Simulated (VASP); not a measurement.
# BN (P6_3/mmc) in VASP: relaxation of cell and atoms with PBEsol

Aim: the relaxation of cell and atoms of BN with PBEsol.

Everything below comes from runs of VASP 6.6.1. Logs are shortened: lines on timing, memory, paths and dates and some standing lists are left out, and cuts for length are marked.

## 1. The cell of the first run

It takes space group P6_3/mmc (No. 194, hexagonal). Conventional cell: a = 2.498 Å, b = 2.498 Å, c = 6.636 Å, α = 90.00°, β = 90.00°, γ = 120.00°. Within 1.9 Å of B (site symmetry -6m2) lie 3 N at 1.44 Å. N (site symmetry -6m2) has 3 B at 1.44 Å within 1.9 Å.

## 2. Relaxation of cell and atoms, PBEsol

File INCAR:

```
ALGO = Normal ; EDIFF = 1E-7
EDIFFG = -0.002 ; ENCUT = 1330
GGA = PS ; GGA_COMPAT = False
IBRION = 2 ; ISIF = 3
ISMEAR = -1 ; LASPH = True
LCHARG = False ; LREAL = False
LWAVE = False ; NELM = 120
NELMIN = 4 ; NSW = 100
PREC = Accurate ; SIGMA = 0.1
```

File KPOINTS:

```
k-points
0
Gamma
  16 16 6
```

File POSCAR:

```
BN
1.0
    2.4982400000      0.0000000000      0.0000000000
   -1.2491200000      2.1635393048      0.0000000000
    0.0000000000      0.0000000000      6.6357000000
B N
2 2
Direct
    0.3333333333      0.6666666667      0.2500000000
    0.6666666667      0.3333333333      0.7500000000
    0.3333333333      0.6666666667      0.7500000000
    0.6666666667      0.3333333333      0.2500000000
```

Potentials or basis: VASP PAW PBE potentials, release 64 (B_h, N_h).

Command:

```sh
$ cat potpaw_PBE.64/B_h/POTCAR potpaw_PBE.64/N_h/POTCAR > POTCAR
$ mpirun -np 1 vasp_std > vasp.out
```

OUTCAR:

```text
EDIFF = 1E-7
   EDIFFG = -0.002
   ENCUT = 1330
   GGA = PS
   IBRION = 2
   ISIF = 3
   ISMEAR = -1
   LASPH = True
   LREAL = False
   NELM = 120
   NELMIN = 4
   NSW = 100
   PREC = Accurate

 ion  position               nearest neighbor table
   1  0.333  0.667  0.250-   4 1.44   4 1.44   4 1.44
   2  0.667  0.333  0.750-   3 1.44   3 1.44   3 1.44
   3  0.333  0.667  0.750-   2 1.44   2 1.44   2 1.44
   4  0.667  0.333  0.250-   1 1.44   1 1.44   1 1.44

  LATTYP: Found a hexagonal cell.
 ALAT       =     2.4982400000
 C/A-ratio  =     2.6561499296

  Lattice vectors:

 A1 = (   2.4982400000,   0.0000000000,   0.0000000000)
 A2 = (  -1.2491200000,   2.1635393048,   0.0000000000)
 A3 = (   0.0000000000,   0.0000000000,   6.6357000000)

Analysis of symmetry for initial positions (statically):
=====================================================================
 Subroutine PRICEL returns:
 Original cell was already a primitive cell.

 Routine SETGRP: Setting up the symmetry group for a
 hexagonal supercell.

 Subroutine GETGRP returns: Found 24 space group operations
 (whereof 12 operations were pure point group operations)
 out of a pool of 24 trial point group operations.

The static configuration has the point symmetry D_3d.
 The point group associated with its full space group is D_6h.

Analysis of symmetry for dynamics (positions and initial velocities):
=====================================================================
 Subroutine PRICEL returns:
 Original cell was already a primitive cell.

 Routine SETGRP: Setting up the symmetry group for a
 hexagonal supercell.

 Subroutine GETGRP returns: Found 24 space group operations
 (whereof 12 operations were pure point group operations)
 out of a pool of 24 trial point group operations.

The dynamic configuration has the point symmetry D_3d.
 The point group associated with its full space group is D_6h.

 Subroutine INISYM returns: Found 24 space group operations
 (whereof 12 operations are pure point group operations),
 and found     1 'primitive' translations

----------------------------------------------------------------------------------------

                                     Primitive cell

  volume of cell :      35.8662

  direct lattice vectors                    reciprocal lattice vectors
     2.498240000  0.000000000  0.000000000     0.400281798  0.231102804  0.000000000
    -1.249120000  2.163539305  0.000000000     0.000000000  0.462205608  0.000000000
     0.000000000  0.000000000  6.635700000     0.000000000  0.000000000  0.150700002

  length of vectors
     2.498240000  2.498240000  6.635700000     0.462205608  0.462205608  0.150700002

  position of ions in fractional coordinates (direct lattice)
     0.333333333  0.666666667  0.250000000
     0.666666667  0.333333333  0.750000000
     0.333333333  0.666666667  0.750000000
     0.666666667  0.333333333  0.250000000

  ion indices of the primitive-cell ions
   primitive index   ion index
                 1           1
                 2           2
                 3           3
                 4           4

----------------------------------------------------------------------------------------

 KPOINTS: k-points

Automatic generation of k-mesh.
 Grid dimensions read from file:
 generate k-points for:   16   16    6

 Generating k-lattice:

  Cartesian coordinates                     Fractional coordinates (reciprocal lattice)
     0.025017612  0.014443925  0.000000000     0.062500000 -0.000000000  0.000000000
     0.000000000  0.028887851  0.000000000     0.000000000  0.062500000  0.000000000
     0.000000000  0.000000000  0.025116667     0.000000000  0.000000000  0.166666667

  Length of vectors
     0.028887851  0.028887851  0.025116667

  Shift w.r.t. Gamma in fractional coordinates (k-lattice)
     0.000000000  0.000000000  0.000000000

 Subroutine IBZKPT returns following result:
 ===========================================

 Found    120 irreducible k-points:

 Following reciprocal coordinates:
            Coordinates               Weight
  0.000000  0.000000  0.000000      1.000000
  0.062500  0.000000  0.000000      6.000000
  0.125000  0.000000  0.000000      6.000000
  0.187500  0.000000  0.000000      6.000000
  0.250000  0.000000  0.000000      6.000000
  0.312500  0.000000  0.000000      6.000000
[... 16 lines left out ...]
  0.187500  0.187500  0.000000      6.000000
  0.250000  0.187500  0.000000     12.000000
 [... further k-points ...]
   k-points           NKPTS =    120   k-points in BZ     NKDIM =    120   number of bands    NBANDS=     12
   number of dos      NEDOS =    301   number of ions     NIONS =      4
   total plane-waves  NPLWV =  72000
   dimension x,y,z NGX =    30 NGY =   30 NGZ =   80
   dimension x,y,z NGXF=    60 NGYF=   60 NGZF=  160
   ions per type =               2   2
   NGX,Y,Z   is equivalent  to a cutoff of  19.96, 19.96, 20.04 a.u.
   NGXF,Y,Z  is equivalent  to a cutoff of  39.93, 39.93, 40.09 a.u.
 SYSTEM =  unknown system
   PREC   = accura    normal or accurate (medium, high low for compatibility)
   ISTART =      0    job   : 0-new  1-cont  2-samecut
   ICHARG =      2    charge: 1-file 2-atom 10-const
   ISPIN  =      1    spin polarized calculation?
   LNONCOLLINEAR =      F non collinear calculations
   LSORBIT =      F    spin-orbit coupling
   LASPH  =      T    aspherical Exc in radial PAW
   ENCUT  = 1330.0 eV  97.75 Ry    9.89 a.u.   7.43  7.43 19.73*2*pi/ulx,y,z
   NELM   =    120;   NELMIN=  4; NELMDL= -5     # of ELM steps
   EDIFF  = 0.1E-06   stopping-criterion for ELM
   LREAL  =      F    real-space projection
   EDIFFG = -.2E-02   stopping-criterion for IOM
   NSW    =    100    number of steps for IOM
   IBRION =      2    ionic relax: 0-MD 1-quasi-New 2-CG
   NFREE  =      1    steps in history (QN), initial steepest desc. (CG)
   ISIF   =      3    stress and relaxation
   ISYM   =      2    0-nonsym 1-usesym 2-fastsym
   POTIM  = 0.5000    time-step for ionic-motion
   TEBEG  =    0.0;   TEEND  =   0.0 temperature during run
   PSTRESS=    0.0 pullay stress
   NELECT =      16.0000    total number of electrons
   NUPDOWN=      -1.0000    fix difference up-down
   EMIN   =  10.00;   EMAX   =-10.00  energy-range for DOS
   EFERMI =   0.00;   METHOD = LEGACY
   ISMEAR =    -1;   SIGMA  =   0.10  broadening in eV -4-tet -1-fermi 0-gaus
   EFERMI_NEDOS =   21; number of points for ismear=-14 and -15
   IALGO  =     38    algorithm
   IMIX   =      4    mixing-type and parameters
     AMIX     =   0.40;   BMIX     =  1.00
     AMIX_MAG =   1.60;   BMIX_MAG =  1.00
  volume/ion in A,a.u.               =       8.97        60.51
  Fermi-wavevector in a.u.,A,eV,Ry     =   1.250891  2.363842 21.289433  1.564729
  Thomas-Fermi vector in A             =   2.384864
   LORBIT       =      0    0 simple, 1 ext, 2 COOP (PROOUT), +10 PAW based schemes
   GGA     = PS    functional components
   LHFCALC =     F    Hartree Fock is set to
   AEXX    =    0.0000 exact exchange contribution
   IVDW    =     0    specifies the selected vdW correction
   LEPSILON=     F    determine dielectric tensor
   LRPA    =     F    only Hartree local field effects (RPA)
 conjugate gradient relaxation of ions
 non-spin polarized calculation
  energy-cutoff  :     1330.00
  volume of cell :       35.87
 maximum number of plane-waves:      3988
 NGX is ok and might be reduce to    30
   NGX = 15   NGY = 15   NGZ = 39

--------------------------------------- Ionic step        1  -------------------------------------------

 number of electron      16.0000000 magnetization

 Free energy of the ion-electron system (eV)
  ---------------------------------------------------
  ext. energy  EPLUGINS =         0.00000000
  ---------------------------------------------------
  free energy    TOTEN  =       -36.62280867 eV

  energy without entropy =      -36.62280867  energy(sigma->0) =      -36.62280867

------------------------ aborting loop because EDIFF is reached ----------------------------------------

  FORCE on cell =-STRESS in cart. coord.  units (eV):
  Direction    XX          YY          ZZ          XY          YZ          ZX
  --------------------------------------------------------------------------------------
  -------------------------------------------------------------------------------------
  Total        0.6335380      0.6335380      0.1701597      0.0000000      0.0000000      0.0000000
  in kB       28.3007267     28.3007267      7.6011902      0.0000000      0.0000000      0.0000000
  external PRESSURE =      21.4008812 kB  Pullay stress =       0.0000000 kB
[... 95 lines left out ...]
  FREE ENERGIE OF THE ION-ELECTRON SYSTEM (eV)
  ---------------------------------------------------
  free  energy   TOTEN  =       -36.6245599165 eV

  energy  without entropy=      -36.6245599162  energy(sigma->0) =      -36.62455992

[... ionic steps 4 to 7 ...]

--------------------------------------- Ionic step        8  -------------------------------------------

 number of electron      16.0000000 magnetization

------------------------ aborting loop because EDIFF is reached ----------------------------------------
[... 71 lines left out ...]
--------------------------------------- Ionic step       10  -------------------------------------------

 number of electron      16.0000000 magnetization

 Free energy of the ion-electron system (eV)
  ---------------------------------------------------
  ext. energy  EPLUGINS =         0.00000000
  ---------------------------------------------------
  free energy    TOTEN  =       -36.62774845 eV

  energy without entropy =      -36.62774845  energy(sigma->0) =      -36.62774845

 E-fermi :   5.0664     XC(G=0): -10.0944

 val. band max:        2.9488028304   @ k =   0.3125   0.3125   0.0000
 cond. band min:       7.1631846222   @ k =   0.5000   0.0000   0.0000
 fundamental gap:      4.2143817918
 Fermi energy:         5.0663741234

 k-point     1 :       0.0000    0.0000    0.0000
  band No.  band energies     occupation
      1     -14.7986      2.00000
      2     -14.5809      2.00000
      3      -3.1892      2.00000
      4      -1.4243      2.00000
      5       1.6074      2.00000
      6       1.6074      2.00000
      7       1.6316      2.00000
      8       1.6316      2.00000
      9       7.7464      0.00000
     10      12.5873      0.00000
     11      14.4417      0.00000
     12      14.4417      0.00000
[... 331 lines left out ...]
 k-point    24 :       0.2500    0.1875    0.0000
  band No.  band energies     occupation
      1     -12.2975      2.00000
      2     -12.1633      2.00000
      3      -4.1444      2.00000
      4      -4.1159      2.00000
      5      -2.1665      2.00000
      6      -2.1239      2.00000
      7       0.3842      2.00000
      8       1.6731      2.00000
      9       9.3484      0.00000
     10       9.6865      0.00000
     11      11.9447      0.00000
     12      15.5164      0.00000

 [... further k-points ...]

------------------------ aborting loop because EDIFF is reached ----------------------------------------

  FORCE on cell =-STRESS in cart. coord.  units (eV):
  Direction    XX          YY          ZZ          XY          YZ          ZX
  --------------------------------------------------------------------------------------
  -------------------------------------------------------------------------------------
  Total        0.0005665      0.0005665      0.0014336     -0.0000000     -0.0000000      0.0000000
  in kB        0.0241092      0.0241092      0.0610180     -0.0000000     -0.0000000      0.0000000
  external PRESSURE =       0.0364122 kB  Pullay stress =       0.0000000 kB
[... 19 lines left out ...]
  FREE ENERGIE OF THE ION-ELECTRON SYSTEM (eV)
  ---------------------------------------------------
  free  energy   TOTEN  =       -36.6277484470 eV

  energy  without entropy=      -36.6277484468  energy(sigma->0) =      -36.62774845

 reached required accuracy - stopping structural energy minimisation
```

It took 8.6 min on 1 thread of Intel Xeon 6975P-C (Granite Rapids), shared host; peak memory 0.4 GiB.

Results:

| Item | Value |
| --- | --- |
| Free energy | -36.6277 eV |
| Relaxed volume | 9.41 Å³/atom |
| Relaxed cell | a = 2.505 Å, b = 2.505 Å, c = 6.930 Å, α = 90.00°, β = 90.00°, γ = 120.00° |
| Space group after relaxing (to 0.1 Å) | P6_3/mmc (No. 194) |
| Energy gained by relaxing | 1.2 meV/atom |
| Ionic steps | 10 |
| Pressure after relaxing | 0.0 GPa |
| Band gap on the k mesh | 4.21 eV (least direct gap 4.64 eV) |

The path:
```tsv
step	energy change (eV)	largest force (eV/Å)	pressure (GPa)	volume (Å³)
1	0.0000	0.0000	2.14	35.87
2	0.0042	0.0000	-3.33	36.49
3	-0.0018	0.0000	0.18	36.09
4	-0.0020	0.0000	0.15	36.15
5	-0.0028	0.0000	0.12	36.35
6	-0.0040	0.0000	0.05	36.74
7	-0.0049	0.0000	-0.05	37.53
8	-0.0049	0.0000	-0.07	37.65
9	-0.0045	0.0000	0.91	37.55
10	-0.0049	0.0000	0.00	37.64
```

Final structure:
```
CELL_PARAMETERS angstrom
2.50454 0.00000 0.00000
-1.25227 2.16900 0.00000
0.00000 0.00000 6.92956
ATOMIC_POSITIONS crystal
B 0.33333 0.66667 0.25000
B 0.66667 0.33333 0.75000
N 0.33333 0.66667 0.75000
N 0.66667 0.33333 0.25000
```

Levels at points of the mesh, in eV from the valence-band top:
```tsv
k point	band 5	band 6	band 7	band 8	band 9	band 10	band 11	band 12
(0.00, 0.00, 0.00)	-1.34	-1.34	-1.32	-1.32	4.80	9.64	11.49	11.49
(0.50, 0.00, 0.00)	-4.16	-4.12	-1.37	-0.55	4.21	5.39	9.39	9.89
(0.00, 0.00, 0.50)	-1.33	-1.33	-1.33	-1.33	6.96	6.96	11.54	11.54
(0.50, 0.00, 0.50)	-4.14	-4.14	-0.95	-0.95	4.64	4.64	9.79	9.79
```

Caveat: the PAW data sets were made with another functional, which shifts forces and pressure a little; this functional lacks dispersion, which binds layers or chains, so the pressure and a relaxed spacing across them are unreliable. Zero-point motion and thermal expansion aren't in these numbers.
